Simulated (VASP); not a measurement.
# NiGe (Pnma) in VASP: settings compared

Aim: see how the results for NiGe move with the level of theory and the settings. Levels: PBE, LDA. Tasks: single point.

Everything below comes from runs of VASP 6.6.1. Logs are shortened: lines on timing, memory, paths and dates and some standing lists are left out, and cuts for length are marked.

**1. The cell of the first run**

The structure is orthorhombic, space group Pnma (No. 62). Conventional cell: a = 5.325 Å, b = 3.532 Å, c = 5.839 Å, α = 90.00°, β = 90.00°, γ = 90.00°. Within 3.1 Å of Ge (site symmetry m) lie 6 Ni at 2.35 to 2.52 Å and 2 Ge at 2.89 Å. Within 3.1 Å of Ni (site symmetry m) lie 6 Ge at 2.35 to 2.52 Å and 4 Ni at 2.75 to 2.85 Å.

**2. Single point, PBE, collinear spin, ferromagnetic start**

Input file INCAR:

```
PREC     = Accurate       # precision mode
ENCUT    = 520            # plane-wave cutoff, eV
EDIFF    = 1E-6           # SCF threshold, eV
ISMEAR   = -1             # smearing method
SIGMA    = 0.05           # smearing width, eV
LREAL    = F              # projectors in reciprocal space
LASPH    = T              # aspherical terms in the spheres
NELM     = 150            # most SCF steps
ALGO     = Fast           # electronic algorithm
ISIF     = 2              # what is computed and relaxed
LWAVE    = F              # write WAVECAR
LCHARG   = F              # write CHGCAR
ISPIN    = 2              # spin polarisation
MAGMOM   = 0 0 0 0 1 1 1 1 # initial moments
LORBIT   = 11             # projections on sites
LMAXMIX  = 4              # l up to which the mixer works
GGA      = PE             # functional
NBANDS   = 62             # bands
KPAR     = 4
```

Input file KPOINTS:

```
Automatic mesh
0
Gamma
  5 8 5
```

Input file POSCAR:

```
NiGe
1.0
    5.3246436348      0.0000000000      0.0000000000
    0.0000000000      3.5322817912      0.0000000000
    0.0000000000      0.0000000000      5.8391117203
Ge Ni
4 4
Direct
    0.3096914509      0.7500000000      0.9100381961
    0.6903085491      0.2500000000      0.0899618039
    0.1903085491      0.2500000000      0.4100381961
    0.8096914509      0.7500000000      0.5899618039
    0.4940298956      0.7500000000      0.3082977576
    0.5059701044      0.2500000000      0.6917022424
    0.0059701044      0.2500000000      0.8082977576
    0.9940298956      0.7500000000      0.1917022424
```

Potentials or basis: VASP PAW PBE potentials, release 64 (Ge_d, Ni).

Run with:

```
$ cat potpaw_PBE.64/Ge_d/POTCAR potpaw_PBE.64/Ni/POTCAR > POTCAR
$ mpirun -np 4 vasp_std > vasp.out
```

OUTCAR:

```text
PREC = Accurate
   ENCUT = 520
   EDIFF = 1E-6
   ISMEAR = -1
   LREAL = F
   LASPH = T
   NELM = 150
   ISIF = 2
   ISPIN = 2
   LORBIT = 11
   GGA = PE

 ion  position               nearest neighbor table
   1  0.310  0.750  0.910-   8 2.35   6 2.42   6 2.42   7 2.47   7 2.47   5 2.52   2 2.89   2 2.89

   2  0.690  0.250  0.090-   7 2.35   5 2.42   5 2.42   8 2.47   8 2.47   6 2.52   1 2.89   1 2.89

   3  0.190  0.250  0.410-   6 2.35   8 2.42   8 2.42   5 2.47   5 2.47   7 2.52   4 2.89   4 2.89

   4  0.810  0.750  0.590-   5 2.35   7 2.42   7 2.42   6 2.47   6 2.47   8 2.52   3 2.89   3 2.89

   5  0.494  0.750  0.308-   4 2.35   2 2.42   2 2.42   3 2.47   3 2.47   1 2.52   8 2.75   8 2.75
                             6 2.85   6 2.85
   6  0.506  0.250  0.692-   3 2.35   1 2.42   1 2.42   4 2.47   4 2.47   2 2.52   7 2.75   7 2.75
                             5 2.85   5 2.85
   7  0.006  0.250  0.808-   2 2.35   4 2.42   4 2.42   1 2.47   1 2.47   3 2.52   6 2.75   6 2.75
                             8 2.85   8 2.85
   8  0.994  0.750  0.192-   1 2.35   3 2.42   3 2.42   2 2.47   2 2.47   4 2.52   5 2.75   5 2.75
                             7 2.85   7 2.85

  LATTYP: Found a simple orthorhombic cell.
 ALAT       =     3.5322817912
 B/A-ratio  =     1.5074232322
 C/A-ratio  =     1.6530707530

  Lattice vectors:

 A1 = (   0.0000000000,  -3.5322817912,   0.0000000000)
 A2 = (   5.3246436348,   0.0000000000,   0.0000000000)
 A3 = (   0.0000000000,   0.0000000000,   5.8391117203)

Analysis of symmetry for initial positions (statically):
=====================================================================
 Subroutine PRICEL returns:
 Original cell was already a primitive cell.

 Routine SETGRP: Setting up the symmetry group for a
 simple orthorhombic supercell.

 Subroutine GETGRP returns: Found  8 space group operations
 (whereof  2 operations were pure point group operations)
 out of a pool of  8 trial point group operations.

The static configuration has the point symmetry S_2 .
 The point group associated with its full space group is D_2h.

Analysis of symmetry for dynamics (positions and initial velocities):
=====================================================================
 Subroutine PRICEL returns:
 Original cell was already a primitive cell.

 Routine SETGRP: Setting up the symmetry group for a
 simple orthorhombic supercell.

 Subroutine GETGRP returns: Found  8 space group operations
 (whereof  2 operations were pure point group operations)
 out of a pool of  8 trial point group operations.
[... 174 lines left out ...]
  ext. energy  EPLUGINS =         0.00000000
  ---------------------------------------------------
  free energy    TOTEN  =       -42.41885349 eV

  energy without entropy =      -42.40348717  energy(sigma->0) =      -42.41117033

 E-fermi :   8.6013     XC(G=0): -12.3994

 val. band max:        8.5887255935   @ k =   0.0000   0.2500   0.2000
 cond. band min:       8.6873044409   @ k =   0.2000   0.2500   0.0000
 fundamental gap:      0.0985788475
 Fermi energy:         8.6012757094

 spin component 1

 k-point     1 :       0.0000    0.0000    0.0000
  band No.  band energies     occupation
      1     -16.0753      1.00000
      2     -16.0622      1.00000
      3     -16.0594      1.00000
      4     -16.0520      1.00000
      5     -16.0442      1.00000
      6     -16.0228      1.00000
[... 1501 lines left out ...]
     59      16.1526      0.00000
     60      16.3975      0.00000

 [... further k-points ...]

 spin component 2

 k-point     1 :       0.0000    0.0000    0.0000
  band No.  band energies     occupation
      1     -16.0753      1.00000
      2     -16.0622      1.00000
      3     -16.0594      1.00000
      4     -16.0520      1.00000
      5     -16.0442      1.00000
      6     -16.0228      1.00000
[... 1501 lines left out ...]
     59      16.1525      0.00000
     60      16.3975      0.00000

 [... further k-points ...]

 [bands above 60 left out]

------------------------ aborting loop because EDIFF is reached ----------------------------------------

  FORCE on cell =-STRESS in cart. coord.  units (eV):
  Direction    XX          YY          ZZ          XY          YZ          ZX
  --------------------------------------------------------------------------------------
  -------------------------------------------------------------------------------------
  Total        0.1780207      0.1065629      0.1355463      0.0000000      0.0000000      0.0000000
  in kB        2.5970983      1.5546182      1.9774498      0.0000000      0.0000000      0.0000000
  external PRESSURE =       2.0430554 kB  Pullay stress =       0.0000000 kB

 VOLUME and BASIS-vectors are now :
 -----------------------------------------------------------------------------
  energy-cutoff  :      520.00
  volume of cell :      109.82
      direct lattice vectors                 reciprocal lattice vectors
     5.324643635  0.000000000  0.000000000     0.187805996  0.000000000  0.000000000
     0.000000000  3.532281791  0.000000000     0.000000000  0.283103121  0.000000000
     0.000000000  0.000000000  5.839111720     0.000000000  0.000000000  0.171258926

 POSITION                                       TOTAL-FORCE (eV/Angst)
 -----------------------------------------------------------------------------------
      1.64900      2.64921      5.31381         0.000496     -0.000000     -0.003254
      3.67565      0.88307      0.52530        -0.000496      0.000000      0.003254
      1.01333      0.88307      2.39426        -0.000496     -0.000000     -0.003254
      4.31132      2.64921      3.44485         0.000496      0.000000      0.003254
      2.63053      2.64921      1.80019        -0.010101      0.000000     -0.001333
      2.69411      0.88307      4.03893         0.010101      0.000000      0.001333
      0.03179      0.88307      4.71974         0.010101      0.000000     -0.001333
      5.29285      2.64921      1.11937        -0.010101      0.000000      0.001333
 -----------------------------------------------------------------------------------
    total drift:                               -0.000000      0.000000     -0.000000

  FREE ENERGIE OF THE ION-ELECTRON SYSTEM (eV)
  ---------------------------------------------------
  free  energy   TOTEN  =       -42.4188534871 eV

  energy  without entropy=      -42.4034871700  energy(sigma->0) =      -42.41117033

 total charge

# of ion       s       p       d       tot
------------------------------------------
    1        1.141   1.166  10.077  12.385
    2        1.141   1.166  10.077  12.385
    3        1.141   1.166  10.077  12.385
    4        1.141   1.166  10.077  12.385
    5        0.449   0.513   8.436   9.398
    6        0.449   0.513   8.436   9.398
    7        0.449   0.513   8.436   9.398
    8        0.449   0.513   8.436   9.398
--------------------------------------------------
tot          6.360   6.716  74.054  87.130

 magnetization (x)

# of ion       s       p       d       tot
------------------------------------------
    1       -0.000  -0.000  -0.000  -0.000
    2       -0.000  -0.000  -0.000  -0.000
    3       -0.000  -0.000  -0.000  -0.000
    4       -0.000  -0.000  -0.000  -0.000
    5        0.000  -0.000   0.000   0.000
    6        0.000  -0.000   0.000   0.000
    7        0.000  -0.000   0.000   0.000
    8        0.000  -0.000   0.000   0.000
--------------------------------------------------
tot         -0.000  -0.000   0.000   0.000
```

OSZICAR:

```text
N       E                     dE             d eps       ncg     rms          rms(c)
DAV:   1     0.103845852973E+04    0.10385E+04   -0.39798E+04 13500   0.409E+03
DAV:   2     0.176553470040E+03   -0.86191E+03   -0.81013E+03 11160   0.978E+02
DAV:   3    -0.299618159805E+02   -0.20652E+03   -0.19651E+03 11184   0.263E+02
DAV:   4    -0.464719841061E+02   -0.16510E+02   -0.16277E+02 12484   0.842E+01
DAV:   5    -0.468762721013E+02   -0.40429E+00   -0.40379E+00 12314   0.151E+01    0.238E+01
RMM:   6    -0.558711044777E+02   -0.89948E+01   -0.84514E+01 14690   0.528E+01    0.345E+01
RMM:   7    -0.425166338653E+02    0.13354E+02   -0.21419E+01 13564   0.290E+01    0.376E+00
RMM:   8    -0.424678419912E+02    0.48792E-01   -0.22815E+00 13881   0.888E+00    0.280E+00
RMM:   9    -0.424144046164E+02    0.53437E-01   -0.26566E-01 17163   0.314E+00    0.979E-01
RMM:  10    -0.424170302982E+02   -0.26257E-02   -0.56605E-02 16105   0.126E+00    0.477E-01
RMM:  11    -0.424182628715E+02   -0.12326E-02   -0.14390E-02 18470   0.631E-01    0.241E-01
RMM:  12    -0.424186565620E+02   -0.39369E-03   -0.41753E-03 18009   0.305E-01    0.147E-01
RMM:  13    -0.424188355668E+02   -0.17900E-03   -0.12661E-03 18737   0.148E-01    0.473E-02
RMM:  14    -0.424188526053E+02   -0.17038E-04   -0.19781E-04 19495   0.620E-02    0.237E-02
RMM:  15    -0.424188529933E+02   -0.38797E-06   -0.35307E-05 18706   0.277E-02    0.118E-02
RMM:  16    -0.424188534871E+02   -0.49386E-06   -0.76041E-06 14074   0.132E-02
   1 F= -.42418853E+02 E0= -.42411170E+02  d E =-.153663E-01  mag=     0.0001
```

Run time: 5.2 min. Hardware: 4 MPI ranks of Oxide Virtual Turin-like, shared host; peak memory 0.52 GiB.

Results:

```yaml
Free_energy: -42.4189 eV
Pressure: 0.2 GPa
Largest_force: 0.010 eV/Å
Band_gap_on_the_k_mesh: zero (filled and empty bands overlap)
Net_moment: 0.00 μB per cell
Valence_electrons_inside_the_program's_atomic_spheres: Ge 12.38; Ni 9.40
```

Forces in eV/Å, atoms in the order of the input:
```
Ge   0.000  0.000 -0.003
Ge   0.000  0.000  0.003
Ge   0.000  0.000 -0.003
Ge   0.000  0.000  0.003
Ni  -0.010  0.000 -0.001
Ni   0.010  0.000  0.001
Ni   0.010  0.000 -0.001
Ni  -0.010  0.000  0.001
```

Caveat: the moments typed at the start vanished in this run.

**3. Single point, LDA, collinear spin, ferromagnetic start**

This run uses another cell than the first one, of 13.40 Å³/atom.

Input file INCAR:

```
ALGO     = Fast           # electronic algorithm
EDIFF    = 1E-7           # SCF threshold, eV
ENCUT    = 520            # plane-wave cutoff, eV
GGA      = CA             # functional
ISIF     = 2              # what is computed and relaxed
ISMEAR   = -1             # smearing method
ISPIN    = 2              # spin polarisation
KPAR     = 4            
LASPH    = True           # aspherical terms in the spheres
LCHARG   = False          # write CHGCAR
LMAXMIX  = 4              # l up to which the mixer works
LORBIT   = 11             # projections on sites
LREAL    = False          # projectors in reciprocal space
LWAVE    = False          # write WAVECAR
MAGMOM   = 0 0 0 0 1 1 1 1 # initial moments
NBANDS   = 62             # bands
NELM     = 150            # most SCF steps
PREC     = Accurate       # precision mode
SIGMA    = 0.05           # smearing width, eV
```

Input file KPOINTS:

```
k-points
0
Gamma
  5 8 5
```

Input file POSCAR:

```
NiGe
1.0
    5.3810000000      0.0000000000      0.0000000000
    0.0000000000      3.4280000000      0.0000000000
    0.0000000000      0.0000000000      5.8110000000
Ge Ni
4 4
Direct
    0.3120000000      0.7500000000      0.9170000000
    0.6880000000      0.2500000000      0.0830000000
    0.1880000000      0.2500000000      0.4170000000
    0.8120000000      0.7500000000      0.5830000000
    0.4950000000      0.7500000000      0.3100000000
    0.5050000000      0.2500000000      0.6900000000
    0.0050000000      0.2500000000      0.8100000000
    0.9950000000      0.7500000000      0.1900000000
```

Potentials or basis: VASP PAW LDA potentials, release 64 (Ge_d, Ni).

Run with:

```
$ cat potpaw_LDA.64/Ge_d/POTCAR potpaw_LDA.64/Ni/POTCAR > POTCAR
$ mpirun -np 4 vasp_std > vasp.out
```

Wall time 9.4 min (4 MPI ranks of Oxide Virtual Turin-like, shared host); peak memory 0.46 GiB.

The run converged. Its results:

```yaml
Free_energy: -50.1035 eV
Pressure: -7.5 GPa
Largest_force: 0.240 eV/Å
Band_gap_on_the_k_mesh: zero (filled and empty bands overlap)
Net_moment: 0.00 μB per cell
Valence_electrons_inside_the_program's_atomic_spheres: Ge 12.43; Ni 9.45
```

Forces on the atoms (eV/Å):
```
Ge  -0.201  0.000 -0.131
Ge   0.201  0.000  0.131
Ge   0.201  0.000 -0.131
Ge  -0.201  0.000  0.131
Ni  -0.020  0.000 -0.040
Ni   0.020  0.000  0.040
Ni   0.020  0.000 -0.040
Ni  -0.020  0.000  0.040
```

Stress tensor (GPa, compression positive):
```
-8.61  0.00  0.00
 0.00 -6.80  0.00
 0.00  0.00 -6.99
```

Levels at points of the mesh, in eV from the Fermi level:
Spin up:
| k point | band 46 | band 47 | band 48 | band 49 | band 50 | band 51 |
| --- | --- | --- | --- | --- | --- | --- |
| (0.00, 0.00, 0.00) | -1.14 | -0.93 | -0.73 | 0.54 | 0.72 | 3.98 |
| (0.00, 0.50, 0.00) | -1.59 | -1.25 | -1.25 | -0.59 | -0.59 | 1.93 |
Spin down:
```tsv
k point	band 45	band 46	band 47	band 48	band 49	band 50	band 51	band 52
(0.00, 0.00, 0.00)	-1.74	-1.14	-0.93	-0.73	0.54	0.72	3.98	4.14
(0.00, 0.50, 0.00)	-1.59	-1.59	-1.25	-1.25	-0.59	-0.59	1.93	1.93
```

Caveat: the cell stands under tension; the moments typed at the start vanished in this run.

The gap in the log of VASP goes by the Fermi energy; the results here count the filled bands.